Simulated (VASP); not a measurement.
# HfC (P6_3/mmc) in VASP: further runs

Runs on HfC. Level: PBE. Tasks: single point.

Everything below comes from runs of VASP 6.6.1. Logs are shortened: lines on timing, memory, paths and dates and some standing lists are left out, and cuts for length are marked.

## (1) The cell of the first run

Symmetry: P6_3/mmc, No. 194, hexagonal system. The conventional cell has a = 3.289 Å, b = 3.289 Å, c = 5.797 Å, α = 90.00°, β = 90.00°, γ = 120.00°. Hf (site symmetry -3m) has 6 C at 2.39 Å and 8 Hf at 2.90 to 3.29 Å within 3.3 Å. Within 3.3 Å of C (site symmetry -6m2) lie 6 Hf at 2.39 Å and 6 C at 3.29 Å.

## (2) Single point, PBE (13.58 Å³/atom)

Contents of INCAR:

```
PREC = Accurate ; ENCUT = 520
EDIFF = 1E-6 ; ISMEAR = 0
SIGMA = 0.05 ; LREAL = F
LASPH = T ; NELM = 60
ALGO = Normal ; ISIF = 2
LWAVE = F ; LCHARG = F
GGA = PE ; NBANDS = 22
```

Contents of KPOINTS:

```
Automatic mesh
0
Gamma
  12 12 6
```

Contents of POSCAR:

```
HfC
1.0
    3.2894139426      0.0000000000      0.0000000000
   -1.6447069713      2.8487160378      0.0000000000
    0.0000000000      0.0000000000      5.7974652347
Hf C
2 2
Direct
    0.0000000000      0.0000000000      0.0000000000
    0.0000000000      0.0000000000      0.5000000000
    0.3333333333      0.6666666667      0.2500000000
    0.6666666667      0.3333333333      0.7500000000
```

Potentials or basis: VASP PAW PBE potentials, release 64 (Hf_pv, C).

Command:

```bash
cat potpaw_PBE.64/Hf_pv/POTCAR potpaw_PBE.64/C/POTCAR > POTCAR
mpirun -np 1 vasp_std > vasp.out
```

OUTCAR:

```text
PREC = Accurate
   ENCUT = 520
   EDIFF = 1E-6
   ISMEAR = 0
   LREAL = F
   LASPH = T
   NELM = 60
   ISIF = 2
   GGA = PE

 ion  position               nearest neighbor table
   1  0.000  0.000  0.000-   3 2.39   4 2.39   3 2.39   4 2.39   4 2.39   3 2.39   2 2.90   2 2.90

   2  0.000  0.000  0.500-   3 2.39   4 2.39   3 2.39   4 2.39   4 2.39   3 2.39   1 2.90   1 2.90

   3  0.333  0.667  0.250-   1 2.39   2 2.39   1 2.39   2 2.39   1 2.39   2 2.39
   4  0.667  0.333  0.750-   1 2.39   2 2.39   1 2.39   2 2.39   1 2.39   2 2.39

  LATTYP: Found a hexagonal cell.
 ALAT       =     3.2894139426
 C/A-ratio  =     1.7624614402

  Lattice vectors:

 A1 = (   3.2894139426,   0.0000000000,   0.0000000000)
 A2 = (  -1.6447069713,   2.8487160378,   0.0000000000)
 A3 = (   0.0000000000,   0.0000000000,   5.7974652347)

Analysis of symmetry for initial positions (statically):
=====================================================================
 Subroutine PRICEL returns:
 Original cell was already a primitive cell.

 Routine SETGRP: Setting up the symmetry group for a
 hexagonal supercell.

 Subroutine GETGRP returns: Found 24 space group operations
 (whereof 12 operations were pure point group operations)
 out of a pool of 24 trial point group operations.

The static configuration has the point symmetry D_3d.
 The point group associated with its full space group is D_6h.

Analysis of symmetry for dynamics (positions and initial velocities):
=====================================================================
 Subroutine PRICEL returns:
 Original cell was already a primitive cell.

 Routine SETGRP: Setting up the symmetry group for a
 hexagonal supercell.

 Subroutine GETGRP returns: Found 24 space group operations
 (whereof 12 operations were pure point group operations)
 out of a pool of 24 trial point group operations.

The dynamic configuration has the point symmetry D_3d.
 The point group associated with its full space group is D_6h.

 Subroutine INISYM returns: Found 24 space group operations
 (whereof 12 operations are pure point group operations),
 and found     1 'primitive' translations

----------------------------------------------------------------------------------------

                                     Primitive cell

  volume of cell :      54.3258
[... 90 lines left out ...]
   LASPH  =      T    aspherical Exc in radial PAW
   ENCUT  =  520.0 eV  38.22 Ry    6.18 a.u.   6.12  6.12 10.78*2*pi/ulx,y,z
   NELM   =     60;   NELMIN=  2; NELMDL= -5     # of ELM steps
   EDIFF  = 0.1E-05   stopping-criterion for ELM
   LREAL  =      F    real-space projection
   EDIFFG = 0.1E-04   stopping-criterion for IOM
   NSW    =      0    number of steps for IOM
   IBRION =     -1    ionic relax: 0-MD 1-quasi-New 2-CG
   NFREE  =      0    steps in history (QN), initial steepest desc. (CG)
   ISIF   =      2    stress and relaxation
   ISYM   =      2    0-nonsym 1-usesym 2-fastsym
   POTIM  = 0.5000    time-step for ionic-motion
   TEBEG  =    0.0;   TEEND  =   0.0 temperature during run
   PSTRESS=    0.0 pullay stress
   NELECT =      28.0000    total number of electrons
   NUPDOWN=      -1.0000    fix difference up-down
   EMIN   =  10.00;   EMAX   =-10.00  energy-range for DOS
   EFERMI =   0.00;   METHOD = LEGACY
   ISMEAR =     0;   SIGMA  =   0.05  broadening in eV -4-tet -1-fermi 0-gaus
   EFERMI_NEDOS =   21; number of points for ismear=-14 and -15
   IALGO  =     38    algorithm
   IMIX   =      4    mixing-type and parameters
     AMIX     =   0.40;   BMIX     =  1.00
     AMIX_MAG =   1.60;   BMIX_MAG =  1.00
  volume/ion in A,a.u.               =      13.58        91.65
  Fermi-wavevector in a.u.,A,eV,Ry     =   1.312579  2.480415 23.440995  1.722864
  Thomas-Fermi vector in A             =   2.442962
   LORBIT       =      0    0 simple, 1 ext, 2 COOP (PROOUT), +10 PAW based schemes
   GGA     = PE    functional components
   LHFCALC =     F    Hartree Fock is set to
   AEXX    =    0.0000 exact exchange contribution
   IVDW    =     0    specifies the selected vdW correction
   LEPSILON=     F    determine dielectric tensor
   LRPA    =     F    only Hartree local field effects (RPA)
 non-spin polarized calculation
 Gauss-broadening in eV      SIGMA  =   0.05
  energy-cutoff  :      520.00
  volume of cell :       54.33
 maximum number of plane-waves:      1494
   NGX = 13   NGY = 13   NGZ = 21

 number of electron      27.9999995 magnetization

 Free energy of the ion-electron system (eV)
  ---------------------------------------------------
  ext. energy  EPLUGINS =         0.00000000
  ---------------------------------------------------
  free energy    TOTEN  =       -39.93693378 eV

  energy without entropy =      -39.93562617  energy(sigma->0) =      -39.93627998

 E-fermi :   5.2134     XC(G=0): -11.8572

 val. band max:        5.2016689880   @ k =   0.2500  -0.0000   0.0000
 cond. band min:       5.2210968995   @ k =   0.4167  -0.0000   0.1667
 fundamental gap:      0.0194279115
 Fermi energy:         5.2133566891

 k-point     1 :       0.0000    0.0000    0.0000
  band No.  band energies     occupation
      1     -25.3191      2.00000
      2     -24.6690      2.00000
      3     -24.6690      2.00000
      4     -24.5630      2.00000
      5     -24.5630      2.00000
      6     -24.3000      2.00000
[... 589 lines left out ...]
     21      11.6383      0.00000
     22      12.8316      0.00000

 [... further k-points ...]

------------------------ aborting loop because EDIFF is reached ----------------------------------------

  FORCE on cell =-STRESS in cart. coord.  units (eV):
  Direction    XX          YY          ZZ          XY          YZ          ZX
  --------------------------------------------------------------------------------------
  -------------------------------------------------------------------------------------
  Total       -1.5524853     -1.5524853     -1.6765854      0.0000000      0.0000000      0.0000000
  in kB      -45.7859515    -45.7859515    -49.4459148      0.0000000      0.0000000      0.0000000
  external PRESSURE =     -47.0059393 kB  Pullay stress =       0.0000000 kB

 VOLUME and BASIS-vectors are now :
 -----------------------------------------------------------------------------
  energy-cutoff  :      520.00
  volume of cell :       54.33
      direct lattice vectors                 reciprocal lattice vectors
     3.289413943  0.000000000  0.000000000     0.304005521  0.175517669  0.000000000
    -1.644706971  2.848716038  0.000000000     0.000000000  0.351035339  0.000000000
     0.000000000  0.000000000  5.797465235     0.000000000  0.000000000  0.172489176

 POSITION                                       TOTAL-FORCE (eV/Angst)
 -----------------------------------------------------------------------------------
      0.00000      0.00000      0.00000         0.000000     -0.000000     -0.000000
      0.00000      0.00000      2.89873         0.000000     -0.000000     -0.000000
     -0.00000      1.89914      1.44937         0.000000      0.000000      0.000000
      1.64471      0.94957      4.34810        -0.000000     -0.000000     -0.000000
 -----------------------------------------------------------------------------------
    total drift:                               -0.000000      0.000000      0.000000

  FREE ENERGIE OF THE ION-ELECTRON SYSTEM (eV)
  ---------------------------------------------------
  free  energy   TOTEN  =       -39.9369337813 eV

  energy  without entropy=      -39.9356261704  energy(sigma->0) =      -39.93627998
```

stdout:

```text
POSCAR found type information on POSCAR HfC
 POSCAR found :  2 types and       4 ions
 scaLAPACK will be used
 LDA part: xc-table for (Slater+PW92), standard interpolation
 POSCAR, INCAR and KPOINTS ok, starting setup
 FFT: planning ... GRIDC
 FFT: planning ... GRID_SOFT
 FFT: planning ... GRID
 WAVECAR not read
 entering main loop
```

Wall time 1.7 min (1 thread of AMD EPYC 7R13, shared host); peak memory 0.23 GiB.

Results:

```yaml
Free_energy: -39.9369 eV
Pressure: -4.7 GPa
Band_gap_on_the_k_mesh: zero (bands 14 and 15 overlap by 1.49 eV)
```

Stress tensor (GPa, compression positive):
```
-4.58  0.00  0.00
 0.00 -4.58  0.00
 0.00  0.00 -4.94
```

Levels at points of the mesh, in eV from the Fermi level:
| k point | band 10 | band 11 | band 12 | band 13 | band 14 | band 15 | band 16 | band 17 | band 18 | band 19 |
| --- | --- | --- | --- | --- | --- | --- | --- | --- | --- | --- |
| (0.00, 0.00, 0.00) | -2.17 | -2.17 | -1.07 | 0.79 | 1.39 | 1.39 | 2.09 | 2.09 | 2.21 | 2.21 |
| (0.50, 0.00, 0.00) | -3.54 | -2.42 | -1.81 | -1.01 | -0.99 | 0.33 | 2.10 | 5.39 | 5.46 | 5.51 |
| (0.00, 0.00, 0.50) | -3.04 | -1.09 | -1.09 | -1.09 | -1.09 | 2.83 | 2.83 | 3.13 | 3.13 | 3.13 |
| (0.50, 0.00, 0.50) | -4.25 | -1.82 | -1.82 | -1.29 | -1.29 | 1.14 | 1.14 | 5.75 | 5.75 | 5.90 |

Caveat: the cell stands under tension; spin-orbit coupling is left out, which moves the levels of the heavy elements.

## (3) Single point, PBE (13.85 Å³/atom)

This run uses another cell than the first one, of 13.85 Å³/atom.

Contents of INCAR:

```
SYSTEM = HfC
  PREC = Accurate
  ENCUT = 520
  EDIFF = 1E-6
  ISMEAR = 0
  SIGMA = 0.05
  LREAL = .FALSE.
  LASPH = .TRUE.
  NELM = 100
  ALGO = Normal
  ISIF = 2
  LWAVE = .FALSE.
  LCHARG = .TRUE.
  GGA = PE
  LELF = .TRUE.
  LVHAR = .TRUE.
  NBANDS = 22
```

Contents of KPOINTS:

```
Automatic mesh
0
G
  12 12 6
  0 0 0
```

Contents of POSCAR:

```
HfC
1.0
    3.3127785127      0.0000000000      0.0000000000
   -1.6563892563      2.8689503491      0.0000000000
    0.0000000000      0.0000000000      5.8280541354
Hf C
2 2
Direct
    0.0000000000      0.0000000000      0.0000000000
    0.0000000000      0.0000000000      0.5000000000
    0.3333333333      0.6666666667      0.2500000000
    0.6666666667      0.3333333333      0.7500000000
```

Potentials or basis: VASP PAW PBE potentials, release 64 (Hf_pv, C).

Command:

```bash
cat potpaw_PBE.64/Hf_pv/POTCAR potpaw_PBE.64/C/POTCAR > POTCAR
mpirun -np 1 vasp_std > vasp.out
```

OUTCAR:

```text
SYSTEM = HfC
   PREC = Accurate
   ENCUT = 520
   EDIFF = 1E-6
   ISMEAR = 0
   LREAL = .FALSE.
   LASPH = .TRUE.
   NELM = 100
   ISIF = 2
   GGA = PE

 ion  position               nearest neighbor table
   1  0.000  0.000  0.000-   3 2.40   4 2.40   3 2.40   4 2.40   4 2.40   3 2.40   2 2.91   2 2.91

   2  0.000  0.000  0.500-   3 2.40   4 2.40   3 2.40   4 2.40   4 2.40   3 2.40   1 2.91   1 2.91

   3  0.333  0.667  0.250-   1 2.40   2 2.40   1 2.40   2 2.40   1 2.40   2 2.40
   4  0.667  0.333  0.750-   1 2.40   2 2.40   1 2.40   2 2.40   1 2.40   2 2.40

  LATTYP: Found a hexagonal cell.
 ALAT       =     3.3127785127
[... 803 lines left out ...]
  -------------------------------------------------------------------------------------
  Total       -2.8400193     -2.8400193     -2.9640470     -0.0000000     -0.0000000     -0.0000000
  in kB      -82.1472201    -82.1472201    -85.7347040     -0.0000000     -0.0000000     -0.0000000
  external PRESSURE =     -83.3430480 kB  Pullay stress =       0.0000000 kB

 VOLUME and BASIS-vectors are now :
 -----------------------------------------------------------------------------
  energy-cutoff  :      520.00
  volume of cell :       55.39
      direct lattice vectors                 reciprocal lattice vectors
     3.312778513  0.000000000  0.000000000     0.301861412  0.174279768  0.000000000
    -1.656389256  2.868950349  0.000000000     0.000000000  0.348559535  0.000000000
     0.000000000  0.000000000  5.828054135     0.000000000  0.000000000  0.171583856

 POSITION                                       TOTAL-FORCE (eV/Angst)
 -----------------------------------------------------------------------------------
      0.00000      0.00000      0.00000         0.000000      0.000000      0.000000
      0.00000      0.00000      2.91403         0.000000      0.000000      0.000000
     -0.00000      1.91263      1.45701         0.000000      0.000000     -0.000000
      1.65639      0.95632      4.37104        -0.000000     -0.000000     -0.000000
 -----------------------------------------------------------------------------------
    total drift:                               -0.000000     -0.000000      0.000000

  FREE ENERGIE OF THE ION-ELECTRON SYSTEM (eV)
  ---------------------------------------------------
  free  energy   TOTEN  =       -39.8937413762 eV

  energy  without entropy=      -39.8922491148  energy(sigma->0) =      -39.89299525
```

stdout:

```text
POSCAR found type information on POSCAR HfC
 POSCAR found :  2 types and       4 ions
 scaLAPACK will be used
 LDA part: xc-table for (Slater+PW92), standard interpolation
 POSCAR, INCAR and KPOINTS ok, starting setup
 FFT: planning ... GRIDC
 FFT: planning ... GRID_SOFT
 FFT: planning ... GRID
 WAVECAR not read
 entering main loop
```

Run time: 3.3 min. Hardware: 1 thread of AMD EPYC 7R13, shared host; peak memory 0.24 GiB.

Results:

| Property | Result |
| --- | --- |
| Free energy | -39.8937 eV |
| Pressure | -8.3 GPa |
| Band gap on the k mesh | zero (bands 14 and 15 overlap by 1.48 eV) |

Stress tensor (GPa, compression positive):
```
-8.21  0.00  0.00
 0.00 -8.21  0.00
 0.00  0.00 -8.57
```

Caveat: the cell stands under tension; spin-orbit coupling is left out, which moves the levels of the heavy elements.

## (4) Single point, PBE (14.25 Å³/atom)

This run uses another cell than the first one, of 14.25 Å³/atom.

Contents of INCAR:

```
PREC = Accurate
ENCUT = 520
EDIFF = 1E-6
ISMEAR = 0
SIGMA = 0.05
LREAL = False
LASPH = True
NELM = 60
ALGO = Normal
ISIF = 2
LWAVE = False
LCHARG = False
GGA = PE
NBANDS = 22
```

Contents of KPOINTS:

```
Automatic mesh
0
Gamma
  12 12 6
```

Contents of POSCAR:

```
HfC
1.0
    3.3473201958      0.0000000000      0.0000000000
   -1.6736600979      2.8988643241      0.0000000000
    0.0000000000      0.0000000000      5.8730581534
Hf C
2 2
Direct
    0.0000000000      0.0000000000      0.0000000000
    0.0000000000      0.0000000000      0.5000000000
    0.3333333333      0.6666666667      0.2500000000
    0.6666666667      0.3333333333      0.7500000000
```

Command:

```bash
cat potpaw_PBE.64/Hf_pv/POTCAR potpaw_PBE.64/C/POTCAR > POTCAR
mpirun -np 1 vasp_std > vasp.out
```

Wall time 3.2 min (1 thread of AMD EPYC 7R13, shared host); peak memory 0.24 GiB.

Results (log left out):

| Item | Value |
| --- | --- |
| Free energy | -39.7869 eV |
| Pressure | -13.1 GPa |
| Band gap on the k mesh | zero (bands 14 and 15 overlap by 1.46 eV) |

Stress tensor (GPa, compression positive):
```
-12.98   0.00   0.00
  0.00 -12.98   0.00
  0.00   0.00 -13.34
```

Levels at points of the mesh, in eV from the Fermi level:
| k point | band 10 | band 11 | band 12 | band 13 | band 14 | band 15 | band 16 | band 17 | band 18 | band 19 |
| --- | --- | --- | --- | --- | --- | --- | --- | --- | --- | --- |
| (0.00, 0.00, 0.00) | -2.07 | -2.07 | -0.98 | 0.78 | 1.34 | 1.34 | 2.01 | 2.01 | 2.15 | 2.15 |
| (0.50, 0.00, 0.00) | -3.36 | -2.29 | -1.79 | -1.05 | -0.90 | 0.28 | 2.10 | 5.13 | 5.14 | 5.19 |
| (0.00, 0.00, 0.50) | -2.96 | -1.03 | -1.03 | -1.03 | -1.03 | 2.71 | 2.71 | 3.00 | 3.00 | 3.00 |
| (0.50, 0.00, 0.50) | -4.11 | -1.76 | -1.76 | -1.23 | -1.23 | 1.12 | 1.12 | 5.45 | 5.45 | 5.57 |

Caveat: the cell stands under tension; spin-orbit coupling is left out, which moves the levels of the heavy elements.

## (5) Overview

| cell | gap on the mesh (eV) | pressure (GPa) |
| --- | --- | --- |
| a = 3.289, b = 3.289, c = 5.797 Å, angles 90.0, 90.0, 120.0°, 4 atoms | none | -4.7 |
| a = 3.313, b = 3.313, c = 5.828 Å, angles 90.0, 90.0, 120.0°, 4 atoms | none | -8.3 |
| a = 3.347, b = 3.347, c = 5.873 Å, angles 90.0, 90.0, 120.0°, 4 atoms | none | -13.1 |

Alike in all rows: task single point; level PBE; potentials or basis VASP PAW PBE potentials, release 64 (Hf_pv, C); no spin polarisation; k mesh 12 × 12 × 6; cutoff (eV) 520; smearing gaussian 0.05 eV.

Caveats: the cell stands under tension; spin-orbit coupling is left out, which moves the levels of the heavy elements.

Total energies depend on the potentials used, so only differences within one code and one set of settings carry meaning.

The gap in the log of VASP goes by the Fermi energy; the results here count the filled bands.